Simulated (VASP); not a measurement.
# Cd in VASP: single point with PBEsol

Aim: the single point of Cd with PBEsol.

Program: VASP 6.6.1. These are calculated values, not measurements. Logs are shortened: lines on timing, memory, paths and dates and some standing lists are left out, and cuts for length are marked.

## 1. The cell of the first run

The cell holds a single atom in a box, 1 atom: a = 14.000 Å, b = 14.400 Å, c = 14.800 Å, α = 90.00°, β = 90.00°, γ = 90.00°.

## 2. Single point, PBEsol, collinear spin, zero start

The input, INCAR:

```
  ALGO = Normal
  EDIFF = 1E-7
  ENCUT = 520
  GGA = PS
  ISIF = 2
  ISMEAR = -1
  ISPIN = 2
  ISYM = 0
  LASPH = T
  LCHARG = F
  LORBIT = 11
  LREAL = F
  LWAVE = F
  MAGMOM = 0.01
  NBANDS = 16
  NELM = 150
  PREC = Accurate
  SIGMA = 0.01
```

The input, KPOINTS:

```
k-points
0
Gamma
  1 1 1
```

The input, POSCAR:

```
Cd
1.0
   14.0000000000      0.0000000000      0.0000000000
    0.0000000000     14.4000000000      0.0000000000
    0.0000000000      0.0000000000     14.8000000000
Cd
1
Direct
    0.5000000000      0.5000000000      0.5000000000
```

Potentials or basis: VASP PAW PBE potentials, release 64 (Cd).

Run with:

```bash
$ cat potpaw_PBE.64/Cd/POTCAR > POTCAR
$ mpirun -np 1 vasp_gam > vasp.out
```

OUTCAR:

```text
EDIFF = 1E-7
   ENCUT = 520
   GGA = PS
   ISIF = 2
   ISMEAR = -1
   ISPIN = 2
   ISYM = 0
   LASPH = T
   LORBIT = 11
   LREAL = F
   NELM = 150
   PREC = Accurate

 ion  position               nearest neighbor table
   1  0.500  0.500  0.500-

IMPORTANT INFORMATION: All symmetrisations will be switched off!
NOSYMM: (Re-)initialisation of all symmetry stuff for point group C_1.

----------------------------------------------------------------------------------------

                                     Primitive cell

  volume of cell :    2983.6800

  direct lattice vectors                    reciprocal lattice vectors
    14.000000000  0.000000000  0.000000000     0.071428571  0.000000000  0.000000000
     0.000000000 14.400000000  0.000000000     0.000000000  0.069444444  0.000000000
     0.000000000  0.000000000 14.800000000     0.000000000  0.000000000  0.067567568

  length of vectors
    14.000000000 14.400000000 14.800000000     0.071428571  0.069444444  0.067567568

  position of ions in fractional coordinates (direct lattice)
     0.500000000  0.500000000  0.500000000

  ion indices of the primitive-cell ions
   primitive index   ion index
                 1           1

----------------------------------------------------------------------------------------

 KPOINTS: k-points

Automatic generation of k-mesh.
 Grid dimensions read from file:
 generate k-points for:    1    1    1

 Generating k-lattice:

  Cartesian coordinates                     Fractional coordinates (reciprocal lattice)
     0.071428571  0.000000000  0.000000000     1.000000000  0.000000000  0.000000000
     0.000000000  0.069444444  0.000000000     0.000000000  1.000000000  0.000000000
     0.000000000  0.000000000  0.067567568     0.000000000  0.000000000  1.000000000

  Length of vectors
     0.071428571  0.069444444  0.067567568

  Shift w.r.t. Gamma in fractional coordinates (k-lattice)
     0.000000000  0.000000000  0.000000000

 Subroutine IBZKPT returns following result:
 ===========================================

 Found      1 irreducible k-points:

 Following reciprocal coordinates:
            Coordinates               Weight
  0.000000  0.000000  0.000000      1.000000
   k-points           NKPTS =      1   k-points in BZ     NKDIM =      1   number of bands    NBANDS=     16
   number of dos      NEDOS =    301   number of ions     NIONS =      1
   total plane-waves  NPLWV = ******
   dimension x,y,z NGX =   108 NGY =  108 NGZ =  112
   dimension x,y,z NGXF=   216 NGYF=  216 NGZF=  224
   ions per type =               1
   NGX,Y,Z   is equivalent  to a cutoff of  12.82, 12.47, 12.58 a.u.
   NGXF,Y,Z  is equivalent  to a cutoff of  25.65, 24.94, 25.16 a.u.
 SYSTEM =  unknown system
   PREC   = accura    normal or accurate (medium, high low for compatibility)
   ISTART =      0    job   : 0-new  1-cont  2-samecut
   ICHARG =      2    charge: 1-file 2-atom 10-const
   ISPIN  =      2    spin polarized calculation?
   LNONCOLLINEAR =      F non collinear calculations
   LSORBIT =      F    spin-orbit coupling
   LASPH  =      T    aspherical Exc in radial PAW
   ENCUT  =  520.0 eV  38.22 Ry    6.18 a.u.  26.03 26.77 27.52*2*pi/ulx,y,z
   NELM   =    150;   NELMIN=  2; NELMDL= -5     # of ELM steps
   EDIFF  = 0.1E-06   stopping-criterion for ELM
   LREAL  =      F    real-space projection
   EDIFFG = 0.1E-05   stopping-criterion for IOM
   NSW    =      0    number of steps for IOM
   IBRION =     -1    ionic relax: 0-MD 1-quasi-New 2-CG
   NFREE  =      0    steps in history (QN), initial steepest desc. (CG)
   ISIF   =      2    stress and relaxation
   ISYM   =      0    0-nonsym 1-usesym 2-fastsym
   POTIM  = 0.5000    time-step for ionic-motion
   TEBEG  =    0.0;   TEEND  =   0.0 temperature during run
   PSTRESS=    0.0 pullay stress
   NELECT =      12.0000    total number of electrons
   NUPDOWN=      -1.0000    fix difference up-down
   EMIN   =  10.00;   EMAX   =-10.00  energy-range for DOS
   EFERMI =   0.00;   METHOD = LEGACY
   ISMEAR =    -1;   SIGMA  =   0.01  broadening in eV -4-tet -1-fermi 0-gaus
   EFERMI_NEDOS =   21; number of points for ismear=-14 and -15
   IALGO  =     38    algorithm
   IMIX   =      4    mixing-type and parameters
     AMIX     =   0.40;   BMIX     =  1.00
     AMIX_MAG =   1.60;   BMIX_MAG =  1.00
  volume/ion in A,a.u.               =    2983.68     20134.87
  Fermi-wavevector in a.u.,A,eV,Ry     =   0.260346  0.491983  0.922205  0.067780
  Thomas-Fermi vector in A             =   1.088001
   LORBIT       =     11    0 simple, 1 ext, 2 COOP (PROOUT), +10 PAW based schemes
   GGA     = PS    functional components
   LHFCALC =     F    Hartree Fock is set to
   AEXX    =    0.0000 exact exchange contribution
   IVDW    =     0    specifies the selected vdW correction
   LEPSILON=     F    determine dielectric tensor
   LRPA    =     F    only Hartree local field effects (RPA)
 spin polarized calculation
  energy-cutoff  :      520.00
  volume of cell :     2983.68
 maximum number of plane-waves:     40220
 NGX is ok and might be reduce to   108
   NGX = 53   NGY = 53   NGZ = 55

 number of electron      12.0000006 magnetization       0.0000001

 number of electron      12.0000006 magnetization      -0.0000011

 Free energy of the ion-electron system (eV)
  ---------------------------------------------------
  ext. energy  EPLUGINS =         0.00000000
  ---------------------------------------------------
  free energy    TOTEN  =        -0.02059018 eV

  energy without entropy =       -0.02059018  energy(sigma->0) =       -0.02059018

 E-fermi :  -5.3852     XC(G=0):  -0.3359

 val. band max:       -5.6506876596   @ k =   0.0000   0.0000   0.0000
 cond. band min:      -1.0911834158   @ k =   0.0000   0.0000   0.0000
 fundamental gap:      4.5595042439
 Fermi energy:        -5.3852322430

 spin component 1

 k-point     1 :       0.0000    0.0000    0.0000
  band No.  band energies     occupation
      1     -11.6704      1.00000
      2     -11.6704      1.00000
      3     -11.6704      1.00000
      4     -11.6704      1.00000
      5     -11.6704      1.00000
      6      -5.6507      1.00000
[... 8 lines left out ...]
     15       0.7630      0.00000
     16       0.8051      0.00000
 Fermi energy:        -5.3852322430

 spin component 2

 k-point     1 :       0.0000    0.0000    0.0000
  band No.  band energies     occupation
      1     -11.6704      1.00000
      2     -11.6704      1.00000
      3     -11.6704      1.00000
      4     -11.6704      1.00000
      5     -11.6704      1.00000
      6      -5.6507      1.00000
[... 8 lines left out ...]
     15       0.7655      0.00000
     16       0.8070      0.00000

------------------------ aborting loop because EDIFF is reached ----------------------------------------

  FORCE on cell =-STRESS in cart. coord.  units (eV):
  Direction    XX          YY          ZZ          XY          YZ          ZX
  --------------------------------------------------------------------------------------
  -------------------------------------------------------------------------------------
  Total       -0.0007816     -0.0027439     -0.0023067      0.0000000     -0.0000000     -0.0000000
  in kB       -0.0004197     -0.0014734     -0.0012387      0.0000000     -0.0000000     -0.0000000
  external PRESSURE =      -0.0010439 kB  Pullay stress =       0.0000000 kB

 VOLUME and BASIS-vectors are now :
 -----------------------------------------------------------------------------
  energy-cutoff  :      520.00
  volume of cell :     2983.68
      direct lattice vectors                 reciprocal lattice vectors
    14.000000000  0.000000000  0.000000000     0.071428571  0.000000000  0.000000000
     0.000000000 14.400000000  0.000000000     0.000000000  0.069444444  0.000000000
     0.000000000  0.000000000 14.800000000     0.000000000  0.000000000  0.067567568

 POSITION                                       TOTAL-FORCE (eV/Angst)
 -----------------------------------------------------------------------------------
      7.00000      7.20000      7.40000         0.000000      0.000000     -0.000000
 -----------------------------------------------------------------------------------
    total drift:                                0.000000      0.000000     -0.000000

  FREE ENERGIE OF THE ION-ELECTRON SYSTEM (eV)
  ---------------------------------------------------
  free  energy   TOTEN  =        -0.0205901784 eV

  energy  without entropy=       -0.0205901784  energy(sigma->0) =       -0.02059018

 total charge

# of ion       s       p       d       tot
------------------------------------------
    1        0.788   0.000   9.517  10.306

 magnetization (x)

# of ion       s       p       d       tot
------------------------------------------
    1        0.000  -0.000  -0.000   0.000
```

It took 11 min on 1 thread of Intel Xeon 8259CL, shared host; peak memory 2.7 GiB.

What came out:

| Quantity | Value |
| --- | --- |
| Free energy | -0.0206 eV |
| Pressure | 0.0 GPa |
| Band gap on the k mesh | 4.56 eV |
| Net moment | 0.00 μB per cell |
| Valence electrons inside the program's atomic spheres | Cd 10.31 |

Caveat: the PAW data sets were made with another functional, which shifts forces and pressure a little.
